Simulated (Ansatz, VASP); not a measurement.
One calculation of K2S, two programs

INCAR

```
SYSTEM = K2S
ALGO = Normal
EDIFF = 1E-6
ENCUT = 500
GGA = PE
GGA_COMPAT = .False.
ISIF = 2
ISMEAR = -1
LASPH = .True.
LCHARG = .True.
LELF = .True.
LREAL = .False.
LVHAR = .True.
LWAVE = .False.
NBANDS = 19
NELM = 120
PREC = Accurate
SIGMA = 0.0272
```

The input KPOINTS:

```
k-points
0
Gamma
  5 5 5
  0 0 0
```

Contents of POSCAR:

```
K2S
1.0
    0.0000000000      3.6955000000      3.6955000000
    3.6955000000      0.0000000000      3.6955000000
    3.6955000000      3.6955000000      0.0000000000
K S
2 1
Direct
    0.2500000000      0.2500000000      0.2500000000
    0.7500000000      0.7500000000      0.7500000000
    0.0000000000      0.0000000000      0.0000000000
```

Input for Ansatz:

```yaml
crystal:
  lattice:
    - [0.0, 3.6955, 3.6955]
    - [3.6955, 0.0, 3.6955]
    - [3.6955, 3.6955, 0.0]
  atoms:
    - { symbol: K, position: [0.25, 0.25, 0.25] }
    - { symbol: K, position: [0.75, 0.75, 0.75] }
    - { symbol: S, position: [0.0, 0.0, 0.0] }
kpoints:
  mp_grid: { grid: [5, 5, 5] }
scf:
  occupations: { method: fermi_dirac, width: 0.0272 }
hamiltonian:
  xc: pbe
  pseudopotentials: { kind: paw }
output:
  forces: true
  stress: true
  eigenvalues: true
  core_levels:
    shells: { K: ["2p"] }
    counted_from: conduction_bottom
    add_spin: false
```

Alike in both runs: task single point; functional PBE; k mesh 5 × 5 × 5; occupations fermi-dirac, width 0.0272 eV; no spin polarisation.

```csv
,VASP,Ansatz
version,VASP 6.6.1,Ansatz 0.2.0
potentials or method,"VASP PAW PBE potentials, release 64 (K_sv, S)","PAW with Ansatz's default frozen-core files, scalar-relativistic"
plane-wave cutoff (eV),500,420
valence electrons in the cell,24,24
```

|  | VASP | Ansatz | Ansatz less VASP |
| --- | --- | --- | --- |
| gap on the k mesh at the Fermi level (eV) | 2.40 | 2.41 | +0.002 |
| pressure (GPa) | 0.6 | 0.6 | -0.03 |
